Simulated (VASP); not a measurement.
Wanted: the native input for a VASP 6.6.1 run.

* Task: single point
* Functional: PBE
* Potentials or basis: VASP PAW PBE potentials, release 64 (Si, O)
* Cutoff: 520 eV
* k mesh: 2 × 2 × 2
* Occupations: fermi-dirac, width 0.05 eV
* Spin: collinear spin, zero start
* Starting moments: [0.0, 0.0, 0.0, 0.0, 0.0, 0.0, 0.0, 0.0, 0.0, 0.0, 0.0, 0.0, 0.0, 0.0, 0.0, 0.0, 0.0] μB
* Dipole correction: no
* Further INCAR settings: LREAL = Auto; ALGO = Normal; EDIFF = 1e-07; NBANDS = 53

The structure of Si16O (a cell with a defect) lies in POSCAR:

```
Si16O
1.0
    0.0000000000      5.4300000000      5.4300000000
    5.4300000000      0.0000000000      5.4300000000
    5.4300000000      5.4300000000      0.0000000000
Si O
16 1
Direct
   -0.0048987109      0.0018232044      0.0006998158
    0.1249171271      0.1257458564      0.1222099448
    0.0015469613     -0.0158747698      0.4967219153
    0.1508931860      0.0759208103      0.6291252302
    0.0016942910      0.5002762431      0.0022836096
    0.1233701657      0.6255064457      0.1304051565
    0.0414456722      0.4470810313      0.5057182320
    0.1303499079      0.6084346225      0.6283609576
    0.4988213628      0.0162983425     -0.0052854512
    0.6196685083      0.1799263352      0.0835727440
    0.5073941068      0.0461970534      0.4545580110
    0.6254327808      0.1268324125      0.6210681400
    0.4946869245      0.5514640884     -0.0257550645
    0.6272744015      0.6409392265      0.1253959484
    0.5039134438      0.4956261510      0.5016482505
    0.6704051565      0.5774033149      0.6186556169
    0.6880110497      0.8116574586      0.4340331492
```

These files were run (other wordings do the same):

INCAR

```
PREC     = Accurate       # precision mode
ENCUT    = 520            # plane-wave cutoff, eV
EDIFF    = 1E-7           # SCF threshold, eV
ISMEAR   = -1             # smearing method
SIGMA    = 0.05           # smearing width, eV
LREAL    = Auto         
LASPH    = T              # aspherical terms in the spheres
NELM     = 150            # most SCF steps
ALGO     = Normal         # electronic algorithm
ISIF     = 2              # what is computed and relaxed
LWAVE    = F              # write WAVECAR
LCHARG   = F              # write CHGCAR
ISPIN    = 2              # spin polarisation
MAGMOM   = 0 0 0 0 0 0 0 0 0 0 0 0 0 0 0 0 0 # initial moments
LORBIT   = 11             # projections on sites
GGA      = PE             # functional
NBANDS   = 53             # bands
```

KPOINTS

```
Automatic mesh
0
Gamma
  2 2 2
```

Potentials or basis: VASP PAW PBE potentials, release 64 (Si, O).

Launch:

```console
$ cat potpaw_PBE.64/Si/POTCAR potpaw_PBE.64/O/POTCAR > POTCAR
$ mpirun -np 1 vasp_std > vasp.out
```

Results of the run:

```yaml
Pressure: 4.4 GPa
Largest_force: 0.125 eV/Å
Band_gap_on_the_k_mesh: 0.51 eV
Net_moment: 0.00 μB per cell
Valence_electrons_inside_the_program's_atomic_spheres: Si 1.68, 1.70, 1.69, 1.72, 1.71 (each value once); O 5.18
```

Caveat: the k points lie up to 0.50 Å⁻¹ apart.

Run time: 20 min on 1 thread of Intel Xeon 8259CL, on a shared host, peak memory 0.71 GiB.
